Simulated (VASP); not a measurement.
# Ge (Fd-3m) in VASP: further runs

Ge is run at these levels: revPBE+D4, PBEsol; tasks: density of states, elastic constants.

Program: VASP 6.6.1. These are calculated values, not measurements. Logs are shortened: lines on timing, memory, paths and dates and some standing lists are left out, and cuts for length are marked.

### Step 1. The cell of the first run

The structure is cubic, space group Fd-3m (No. 227). Conventional cell: a = 5.658 Å, b = 5.658 Å, c = 5.658 Å, α = 90.00°, β = 90.00°, γ = 90.00°. Ge (site symmetry -43m) has 4 Ge at 2.45 Å within 3.2 Å.

### Step 2. Density of states, revPBE+D4, non-collinear spin, typed start

The input, POSCAR:

```
Ge
1.0
    0.0000000000      2.8289100000      2.8289100000
    2.8289100000      0.0000000000      2.8289100000
    2.8289100000      2.8289100000      0.0000000000
Ge
2
Direct
    0.7500000000      0.7500000000      0.7500000000
    0.5000000000      0.5000000000      0.5000000000
```

The input, INCAR.step1:

```
ALGO = Normal
EDIFF = 1E-6
ENCUT = 520
GGA = RE
ISIF = 2
ISMEAR = -1
IVDW = 13
LASPH = True
LCHARG = True
LNONCOLLINEAR = True
LREAL = False
LWAVE = False
MAGMOM = 0.289 0.289 0.289 -0.289 -0.289 -0.289
NBANDS = 40
NELM = 150
PREC = Accurate
SIGMA = 0.1
```

The input, KPOINTS.step1:

```
k-points
0
Gamma
  6 6 6
```

The input, INCAR.step2:

```
ALGO = Normal
EDIFF = 1E-6
ENCUT = 520
GGA = RE
ICHARG = 11
ISIF = 2
ISMEAR = -5
IVDW = 13
LASPH = True
LCHARG = False
LNONCOLLINEAR = True
LORBIT = 10
LREAL = False
LWAVE = False
MAGMOM = 0.289 0.289 0.289 -0.289 -0.289 -0.289
NEDOS = 1001
NELM = 150
PREC = Accurate
SIGMA = 0.1
```

The input, KPOINTS.step2:

```
k-points
0
Gamma
  9 9 9
```

Potentials or basis: VASP PAW PBE potentials, release 64 (Ge_d).

On the command line:

```bash
> cat potpaw_PBE.64/Ge_d/POTCAR > POTCAR
> cp INCAR.step1 INCAR
> cp KPOINTS.step1 KPOINTS
> mpirun -np 1 vasp_ncl > vasp.out
> cp INCAR.step2 INCAR
> cp KPOINTS.step2 KPOINTS
> mpirun -np 1 vasp_ncl > vasp.out
```

OUTCAR:

```text
EDIFF = 1E-6
   ENCUT = 520
   GGA = RE
   ICHARG = 11
   ISIF = 2
   ISMEAR = -5
   IVDW = 13
   LASPH = True
   LNONCOLLINEAR = True
   LORBIT = 10
   LREAL = False
   NELM = 150
   PREC = Accurate

 ion  position               nearest neighbor table
   1  0.750  0.750  0.750-   2 2.45   2 2.45   2 2.45   2 2.45
   2  0.500  0.500  0.500-   1 2.45   1 2.45   1 2.45   1 2.45

  LATTYP: Found a face centered cubic cell.
 ALAT       =     5.6578200000

  Lattice vectors:

 A1 = (   0.0000000000,   2.8289100000,   2.8289100000)
 A2 = (   2.8289100000,   0.0000000000,   2.8289100000)
 A3 = (   2.8289100000,   2.8289100000,   0.0000000000)

Analysis of symmetry for initial positions (statically):
=====================================================================
 Subroutine PRICEL returns:
 Original cell was already a primitive cell.

 Routine SETGRP: Setting up the symmetry group for a
 face centered cubic supercell.

 Subroutine GETGRP returns: Found 48 space group operations
 (whereof 24 operations were pure point group operations)
 out of a pool of 48 trial point group operations.

The static configuration has the point symmetry T_d .
 The point group associated with its full space group is O_h .

Analysis of symmetry for dynamics (positions and initial velocities):
=====================================================================
 Subroutine PRICEL returns:
 Original cell was already a primitive cell.

 Routine SETGRP: Setting up the symmetry group for a
 face centered cubic supercell.

 Subroutine GETGRP returns: Found 48 space group operations
 (whereof 24 operations were pure point group operations)
 out of a pool of 48 trial point group operations.

The dynamic configuration has the point symmetry T_d .
 The point group associated with its full space group is O_h .

Analysis of structural, dynamic, and magnetic symmetry:
=====================================================================
 Subroutine PRICEL returns:
 Original cell was already a primitive cell.

 Routine SETGRP: Setting up the symmetry group for a
 face centered cubic supercell.

 Subroutine GETGRP returns: Found  6 space group operations
 (whereof  3 operations were pure point group operations)
 out of a pool of 48 trial point group operations.

The overall configuration has the point symmetry C_3 .
 The point group associated with its full space group is D_3 .

 Subroutine INISYM returns: Found  6 space group operations
 (whereof  3 operations are pure point group operations),
[... 125 lines left out ...]
   AEXX    =    0.0000 exact exchange contribution
   IVDW    =    13    specifies the selected vdW correction
   LEPSILON=     F    determine dielectric tensor
   LRPA    =     F    only Hartree local field effects (RPA)
 Fermi weights with tetrahedron method with Bloechl corrections
  energy-cutoff  :      520.00
  volume of cell :       45.28
 maximum number of plane-waves:      2486
 NGX is ok and might be reduce to    30

 number of electron      28.0000022 magnetization      -0.0000000     -0.0000000     -0.0000000

 Free energy of the ion-electron system (eV)
  ---------------------------------------------------
  ext. energy  EPLUGINS =         0.00000000
  ---------------------------------------------------
  free energy    TOTEN  =        -8.41820498 eV

  energy without entropy =       -8.41820498  energy(sigma->0) =       -8.41820498

 E-fermi :   5.0829     XC(G=0):  -9.7911

 val. band max:        5.0731597770   @ k =   0.0000   0.0000   0.0000
 cond. band min:       5.1994092780   @ k =   0.0000   0.0000   0.0000
 fundamental gap:      0.1262495010
 Fermi energy:         5.0829162208

 k-point     1 :       0.0000    0.0000    0.0000
  band No.  band energies     occupation
      1     -19.7523      1.00000
      2     -19.7523      1.00000
      3     -19.7523      1.00000
      4     -19.7523      1.00000
      5     -19.7523      1.00000
      6     -19.7523      1.00000
[... 925 lines left out ...]
     35      12.7785      0.00000
     36      12.7785      0.00000

 [... further k-points ...]

------------------------ aborting loop because EDIFF is reached ----------------------------------------

  DFT-D4 for vdW energy calculation

  Edisp (eV):   -1.08039

  FORCE on cell =-STRESS in cart. coord.  units (eV):
  Direction    XX          YY          ZZ          XY          YZ          ZX
  --------------------------------------------------------------------------------------
  -------------------------------------------------------------------------------------
  Total       0.02048     0.02048     0.02048     0.00003     0.00003     0.00003
  in kB       0.72456     0.72456     0.72456     0.00093     0.00093     0.00093
  external pressure =        0.72 kB  Pullay stress =        0.00 kB

 VOLUME and BASIS-vectors are now :
 -----------------------------------------------------------------------------
  energy-cutoff  :      520.00
  volume of cell :       45.28
      direct lattice vectors                 reciprocal lattice vectors
     0.000000000  2.828910000  2.828910000    -0.176746521  0.176746521  0.176746521
     2.828910000  0.000000000  2.828910000     0.176746521 -0.176746521  0.176746521
     2.828910000  2.828910000  0.000000000     0.176746521  0.176746521 -0.176746521

 POSITION                                       TOTAL-FORCE (eV/Angst)
 -----------------------------------------------------------------------------------
      4.24336      4.24336      4.24336        -0.000003     -0.000003     -0.000003
      2.82891      2.82891      2.82891         0.000003      0.000003      0.000003
 -----------------------------------------------------------------------------------
    total drift:                                0.000000      0.000000      0.000000

  FREE ENERGIE OF THE ION-ELECTRON SYSTEM (eV)
  ---------------------------------------------------
  free  energy   TOTEN  =        -9.4985986968 eV

  energy  without entropy=       -9.4985986968  energy(sigma->0) =       -9.49859870

 total charge

# of ion       s       p       d       tot
------------------------------------------
    1        1.129   1.271  10.024  12.424
    2        1.129   1.271  10.024  12.424
--------------------------------------------------
tot          2.258   2.543  20.048  24.848

 magnetization (x)

# of ion       s       p       d       tot
------------------------------------------
    1        0.000  -0.000   0.000  -0.000
    2       -0.000   0.000  -0.000   0.000
--------------------------------------------------
tot          0.000   0.000   0.000   0.000

 magnetization (y)

# of ion       s       p       d       tot
------------------------------------------
    1        0.000  -0.000   0.000  -0.000
    2       -0.000   0.000  -0.000   0.000
--------------------------------------------------
tot          0.000   0.000   0.000   0.000

 magnetization (z)

# of ion       s       p       d       tot
------------------------------------------
    1        0.000  -0.000   0.000  -0.000
    2       -0.000   0.000  -0.000   0.000
--------------------------------------------------
tot          0.000   0.000   0.000   0.000
```

Run time: 5.7 min. Hardware: 1 thread of Intel Xeon 6975P-C (Granite Rapids), shared host; peak memory 0.45 GiB.

Results:

```yaml
Net_moment: 0.00 μB per cell
Valence_electrons_inside_the_program's_atomic_spheres: Ge 12.42
Dispersion_energy_per_atom: -0.540 eV
```

Levels at points of the mesh, in eV from the valence-band top:
```tsv
k point	band 25	band 26	band 27	band 28	band 29	band 30	band 31	band 32
(0.00, 0.00, 0.00)	0.00	0.00	0.00	0.00	0.13	0.13	2.57	2.57
```

Moments on the atoms (μB; x, y, z):
```
Ge  0.00 0.00 0.00
Ge  0.00 0.00 0.00
```

Caveat: the PAW data sets were made with another functional, which shifts forces and pressure a little.

### Step 3. Elastic constants, PBEsol

The input, INCAR:

```
PREC = Accurate
ENCUT = 500
EDIFF = 1E-8
ISMEAR = -1
SIGMA = 0.05
LREAL = F
LASPH = T
NELM = 120
ALGO = Normal
ISIF = 3
LWAVE = F
LCHARG = T
GGA = PS
IBRION = 6
NFREE = 2
POTIM = 0.015
NSW = 1
GGA_COMPAT = F
```

The input, KPOINTS:

```
regular mesh
0
Gamma
  6 6 6
```

POSCAR is that of step 2.

Potentials or basis: VASP PAW PBE potentials, release 64 (Ge_d).

On the command line:

```bash
> cat potpaw_PBE.64/Ge_d/POTCAR > POTCAR
> mpirun -np 1 vasp_std > vasp.out
```

Wall time 9.9 min (1 thread of Intel Xeon Platinum 8375C at 2.90GHz (Ice Lake), shared host); peak memory 0.22 GiB.

The run converged. Its results:

| Property | Result |
| --- | --- |
| Elastic constants C11, C12, C44 | 109, 42, 47 GPa |
| Voigt bulk modulus | 65 GPa |
| Highest phonon frequency at Γ | 270 cm⁻¹ |

Phonon frequencies in cm⁻¹ (negative: imaginary):
| q point | frequencies |
| --- | --- |
| (0.000, 0.000, 0.000) | 0 0 0 270 270 270 |

Elastic tensor in Voigt notation (GPa, in the Cartesian axes of the cell as first typed):
```
109  42  42   0   0   0
 42 109  42   0   0   0
 42  42 109   0   0   0
  0   0   0  47   0   0
  0   0   0   0  47   0
  0   0   0   0   0  47
```

Clamped-ion elastic tensor (GPa):
```
109  42  42   0   0   0
 42 109  42   0   0   0
 42  42 109   0   0   0
  0   0   0  78   0   0
  0   0   0   0  78   0
  0   0   0   0   0  78
```

Caveat: the PAW data sets were made with another functional, which shifts forces and pressure a little.
